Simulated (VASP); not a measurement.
ScAl3, 4 atoms in the cell. It takes space group P4/mmm (No. 123, tetragonal). The conventional cell has a = 4.170 Å, b = 4.170 Å, c = 4.088 Å, α = 90.00°, β = 90.00°, γ = 90.00°. Within 3.8 Å of Sc (site symmetry 4/mmm) lie 12 Al at 2.92 to 2.95 Å. Within 3.8 Å of Al (site symmetry 4/mmm) lie 8 Al at 2.92 Å and 4 Sc at 2.95 Å. Within 3.8 Å of Al (site symmetry mmm) lie 4 Sc at 2.92 Å and 8 Al at 2.92 to 2.95 Å. 

- Program: VASP 6.6.1
- Task: single point
- Functional: PBE
- Potentials or basis: VASP PAW PBE potentials, release 64 (Sc_sv, Al)
- Cutoff: 520 eV
- k mesh: 6 × 6 × 6
- Occupations: fermi-dirac, width 0.05 eV
- Spin: no spin polarisation
- Dipole correction: no
- Further INCAR settings: ALGO = Fast; EDIFF = 1e-07; NBANDS = 18

Potentials or basis: VASP PAW PBE potentials, release 64 (Sc_sv, Al).

Run with:

```bash
$ cat potpaw_PBE.64/Sc_sv/POTCAR potpaw_PBE.64/Al/POTCAR > POTCAR
$ mpirun -np 1 vasp_std > vasp.out
```

Hardware: 1 thread of Intel Xeon 8259CL, on a shared host.

Q: Estimate the wall time of this run.

A: Wall time 95 s on 1 thread of Intel Xeon 8259CL, with other jobs on the host, peak memory 0.2 GiB. Counts: scf iterations 19, k points 40.
